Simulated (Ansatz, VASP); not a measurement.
# Two plane-wave programs on SrTe

Contents of POSCAR:

```
SrTe
1.0
    0.0000000000      3.3526569095      3.3526569095
    3.3526569095      0.0000000000      3.3526569095
    3.3526569095      3.3526569095      0.0000000000
Sr Te
1 1
Direct
    0.0000000000      0.0000000000      0.0000000000
    0.5000000000      0.5000000000      0.5000000000
```

The input INCAR.step1:

```
SYSTEM = SrTe
ALGO = Normal
EDIFF = 1E-5
ENCUT = 400
GGA = PE
GGA_COMPAT = .FALSE.
ISIF = 2
ISMEAR = 0
LASPH = .TRUE.
LCHARG = .FALSE.
LREAL = .FALSE.
LWAVE = .TRUE.
NBANDS = 15
NELM = 120
PREC = Accurate
SIGMA = 0.01
```

The input INCAR.step2:

```
SYSTEM = SrTe
AEXX = 0.25
ALGO = Normal
EDIFF = 1E-6
ENCUT = 400
GGA = PE
GGA_COMPAT = .FALSE.
ISIF = 2
ISMEAR = 0
ISTART = 1
LASPH = .TRUE.
LCHARG = .FALSE.
LHFCALC = .TRUE.
LREAL = .FALSE.
LWAVE = .FALSE.
NBANDS = 15
NELM = 120
PREC = Accurate
PRECFOCK = Normal
SIGMA = 0.01
```

The input KPOINTS:

```
k-points
0
G
  4 4 4
  0 0 0
```

Input for Ansatz:

```yaml
crystal:
  lattice:
    - [0.0, 3.3526569095, 3.3526569095]
    - [3.3526569095, 0.0, 3.3526569095]
    - [3.3526569095, 3.3526569095, 0.0]
  atoms:
    - { symbol: Sr, position: [0.0, 0.0, 0.0] }
    - { symbol: Te, position: [0.5, 0.5, 0.5] }
kpoints:
  mp_grid: { grid: [4, 4, 4] }
  band_path:
    path:
      - [0.0, 0.0, 0.0]
      - [0.5, 0.0, 0.5]
      - [0.625, 0.25, 0.625]
      - [0.375, 0.375, 0.75]
      - [0.5, 0.5, 0.5]
      - [0.5, 0.25, 0.75]
      - [0.0, 0.5, 0.5]
    npoints: 1
hamiltonian:
  xc: pbe0
scf:
  occupations: { method: fixed }
  n_extra_bands: 4
output:
  forces: true
  stress: true
  eigenvalues: true
```

Alike in both runs: task single point; functional PBE0; k mesh 4 × 4 × 4; no spin polarisation.

```csv
,VASP,Ansatz
version,VASP 6.6.1,Ansatz 0.2.0
potentials or method,"VASP PAW PBE potentials, release 64 (Sr_sv, Te)","plane waves, PAW"
plane-wave cutoff (eV),400,420
occupations,"gaussian, width 0.01 eV",fixed
valence electrons in the cell,16,26
```

Ansatz gave:

- gap on the k mesh at the Fermi level (eV): 3.15
- pressure (GPa): -0.1

Estimate VASP's values.

gap on the k mesh at the Fermi level (eV): 3.18; pressure (GPa): -0.2.

VASP's potentials hold 16 valence electrons a cell and Ansatz's 26, so a difference there can come from the potentials and not from the codes. Ansatz's warnings: stress exchange threshold loose, stress scf threshold loose.

Spin-orbit coupling is off throughout.
